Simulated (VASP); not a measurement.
# AlN (P6_3/mmc) in VASP: notebook, part 2 of 2

VASP 6.6.1. Earlier steps stand in the parts before.

**3. Single point, PBEsol (volume 10.473 Å^3 an atom, c/a of the conventional cell 1.2743)**

INCAR reads:

```
  PREC = Accurate
  ENCUT = 520
  EDIFF = 1E-6
  ISMEAR = 0
  SIGMA = 0.05
  LREAL = False
  LASPH = True
  NELM = 80
  ALGO = Normal
  ISIF = 2
  LWAVE = False
  LCHARG = False
  GGA = PS
  NBANDS = 16
```

KPOINTS reads:

```
Automatic mesh
0
Gamma
  9 9 6
```

POSCAR reads:

```
AlN
1.0
    3.3608019978      0.0000000000      0.0000000000
   -1.6804009989      2.9105399071      0.0000000000
    0.0000000000      0.0000000000      4.2826699857
Al N
2 2
Direct
    0.3333333333      0.6666666667      0.7500000000
    0.6666666667      0.3333333333      0.2500000000
    0.3333333333      0.6666666667      0.2500000000
    0.6666666667      0.3333333333      0.7500000000
```

Potentials or basis: VASP PAW PBE potentials, release 64 (Al, N).

Command:

```bash
$ cat potpaw_PBE.64/Al/POTCAR potpaw_PBE.64/N/POTCAR > POTCAR
$ mpirun -np 1 vasp_std > vasp.out
```

OUTCAR:

```text
PREC = Accurate
   ENCUT = 520
   EDIFF = 1E-6
   ISMEAR = 0
   LREAL = False
   LASPH = True
   NELM = 80
   ISIF = 2
   GGA = PS

 ion  position               nearest neighbor table
   1  0.333  0.667  0.750-   4 1.94   4 1.94   4 1.94   3 2.14   3 2.14   2 2.89   2 2.89   2 2.89
                             2 2.89   2 2.89   2 2.89
   2  0.667  0.333  0.250-   3 1.94   3 1.94   3 1.94   4 2.14   4 2.14   1 2.89   1 2.89   1 2.89
                             1 2.89   1 2.89   1 2.89
   3  0.333  0.667  0.250-   2 1.94   2 1.94   2 1.94   1 2.14   1 2.14
   4  0.667  0.333  0.750-   1 1.94   1 1.94   1 1.94   2 2.14   2 2.14

  LATTYP: Found a hexagonal cell.
 ALAT       =     3.3608019978
 C/A-ratio  =     1.2743000000

  Lattice vectors:

 A1 = (   3.3608019978,   0.0000000000,   0.0000000000)
 A2 = (  -1.6804009989,   2.9105399071,   0.0000000000)
 A3 = (   0.0000000000,   0.0000000000,   4.2826699857)

Analysis of symmetry for initial positions (statically):
=====================================================================
 Subroutine PRICEL returns:
 Original cell was already a primitive cell.

 Routine SETGRP: Setting up the symmetry group for a
 hexagonal supercell.

 Subroutine GETGRP returns: Found 24 space group operations
 (whereof 12 operations were pure point group operations)
 out of a pool of 24 trial point group operations.

The static configuration has the point symmetry D_3d.
 The point group associated with its full space group is D_6h.

Analysis of symmetry for dynamics (positions and initial velocities):
=====================================================================
 Subroutine PRICEL returns:
 Original cell was already a primitive cell.

 Routine SETGRP: Setting up the symmetry group for a
 hexagonal supercell.

 Subroutine GETGRP returns: Found 24 space group operations
 (whereof 12 operations were pure point group operations)
[... 122 lines left out ...]
   ISMEAR =     0;   SIGMA  =   0.05  broadening in eV -4-tet -1-fermi 0-gaus
   EFERMI_NEDOS =   21; number of points for ismear=-14 and -15
   IALGO  =     38    algorithm
   IMIX   =      4    mixing-type and parameters
     AMIX     =   0.40;   BMIX     =  1.00
     AMIX_MAG =   1.60;   BMIX_MAG =  1.00
  volume/ion in A,a.u.               =      10.47        70.68
  Fermi-wavevector in a.u.,A,eV,Ry     =   1.187785  2.244588 19.195547  1.410833
  Thomas-Fermi vector in A             =   2.323929
   LORBIT       =      0    0 simple, 1 ext, 2 COOP (PROOUT), +10 PAW based schemes
   GGA     = PS    functional components
   LHFCALC =     F    Hartree Fock is set to
   AEXX    =    0.0000 exact exchange contribution
   IVDW    =     0    specifies the selected vdW correction
   LEPSILON=     F    determine dielectric tensor
   LRPA    =     F    only Hartree local field effects (RPA)
 non-spin polarized calculation
 Gauss-broadening in eV      SIGMA  =   0.05
  energy-cutoff  :      520.00
  volume of cell :       41.89
 maximum number of plane-waves:      1144
 NGX is ok and might be reduce to    28
   NGX = 13   NGY = 13   NGZ = 15

 number of electron      15.9999998 magnetization

 Free energy of the ion-electron system (eV)
  ---------------------------------------------------
  ext. energy  EPLUGINS =         0.00000000
  ---------------------------------------------------
  free energy    TOTEN  =       -30.82875675 eV

  energy without entropy =      -30.82875675  energy(sigma->0) =      -30.82875675

 E-fermi :   7.5932     XC(G=0): -11.1268

 val. band max:        7.3210558575   @ k =   0.0000   0.0000   0.0000
 cond. band min:      10.1020226748   @ k =   0.0000   0.0000   0.0000
 fundamental gap:      2.7809668173
 Fermi energy:         7.5932270643

 k-point     1 :       0.0000    0.0000    0.0000
  band No.  band energies     occupation
      1      -9.0737      2.00000
      2      -5.6922      2.00000
      3       0.6711      2.00000
      4       4.1775      2.00000
      5       4.1775      2.00000
      6       5.7549      2.00000
[... 433 lines left out ...]
      3       1.0285      2.00000
      4       1.8703      2.00000
      5       1.8703      2.00000
      6       4.3350      2.00000
[... 8 lines left out ...]
     15      18.1157      0.00000
     16      19.6488      0.00000

 [... further k-points ...]
[... 5 lines left out ...]
  --------------------------------------------------------------------------------------
  -------------------------------------------------------------------------------------
  Total       -3.3417898     -3.3417898     -3.2908301      0.0000000      0.0000000      0.0000000
  in kB     -127.8081682   -127.8081682   -125.8591954      0.0000000      0.0000000      0.0000000
  external PRESSURE =    -127.1585106 kB  Pullay stress =       0.0000000 kB

 VOLUME and BASIS-vectors are now :
 -----------------------------------------------------------------------------
  energy-cutoff  :      520.00
  volume of cell :       41.89
      direct lattice vectors                 reciprocal lattice vectors
     3.360801998  0.000000000  0.000000000     0.297548026  0.171789433  0.000000000
    -1.680400999  2.910539907  0.000000000     0.000000000  0.343578866  0.000000000
     0.000000000  0.000000000  4.282669986     0.000000000  0.000000000  0.233499196

 POSITION                                       TOTAL-FORCE (eV/Angst)
 -----------------------------------------------------------------------------------
     -0.00000      1.94036      3.21200         0.000000     -0.000000      0.000000
      1.68040      0.97018      1.07067        -0.000000      0.000000      0.000000
     -0.00000      1.94036      1.07067        -0.000000     -0.000000      0.000000
      1.68040      0.97018      3.21200         0.000000     -0.000000      0.000000
 -----------------------------------------------------------------------------------
    total drift:                               -0.000000     -0.000000     -0.000000

  FREE ENERGIE OF THE ION-ELECTRON SYSTEM (eV)
  ---------------------------------------------------
  free  energy   TOTEN  =       -30.8287567547 eV

  energy  without entropy=      -30.8287567547  energy(sigma->0) =      -30.82875675
```

OSZICAR:

```text
N       E                     dE             d eps       ncg     rms          rms(c)
DAV:   1     0.396884497890E+02    0.39688E+02   -0.72192E+03  1536   0.892E+02
DAV:   2    -0.314841126557E+02   -0.71173E+02   -0.64966E+02  2328   0.181E+02
DAV:   3    -0.348438581638E+02   -0.33597E+01   -0.33476E+01  1808   0.404E+01
DAV:   4    -0.348645210309E+02   -0.20663E-01   -0.20660E-01  1920   0.361E+00
DAV:   5    -0.348647987259E+02   -0.27769E-03   -0.27769E-03  1784   0.422E-01    0.109E+01
DAV:   6    -0.308917375897E+02    0.39731E+01   -0.81622E+00  2000   0.210E+01    0.381E+00
DAV:   7    -0.308709861562E+02    0.20751E-01   -0.59318E-01  1688   0.528E+00    0.272E+00
DAV:   8    -0.308364535642E+02    0.34533E-01   -0.10114E-01  1664   0.261E+00    0.892E-01
DAV:   9    -0.308284636178E+02    0.79899E-02   -0.18147E-02  1920   0.105E+00    0.284E-01
DAV:  10    -0.308288509359E+02   -0.38732E-03   -0.21391E-03  1752   0.315E-01    0.177E-01
DAV:  11    -0.308287592119E+02    0.91724E-04   -0.12110E-04  1808   0.839E-02    0.447E-02
DAV:  12    -0.308287573652E+02    0.18467E-05   -0.61962E-06  1784   0.198E-02    0.952E-03
DAV:  13    -0.308287567547E+02    0.61052E-06   -0.28756E-06  1768   0.126E-02
   1 F= -.30828757E+02 E0= -.30828757E+02  d E =-.785664E-17
```

Wall time 12 s (1 thread of Intel Xeon 6975P-C (Granite Rapids), shared host); peak memory 0.17 GiB.

What came out:

```yaml
Free_energy: -30.8288 eV
Pressure: -12.7 GPa
Band_gap_on_the_k_mesh: 2.78 eV, direct
```

Levels at points of the mesh, in eV from the valence-band top:
| k point | band 5 | band 6 | band 7 | band 8 | band 9 | band 10 | band 11 | band 12 |
| --- | --- | --- | --- | --- | --- | --- | --- | --- |
| (0.00, 0.00, 0.00) | -3.14 | -1.57 | -1.57 | 0.00 | 2.78 | 3.93 | 7.88 | 7.88 |
| (0.00, 0.00, 0.50) | -2.39 | -2.39 | -2.39 | -2.39 | 5.22 | 5.22 | 8.10 | 8.10 |

Caveat: the PAW data sets were made with another functional, which shifts forces and pressure a little.
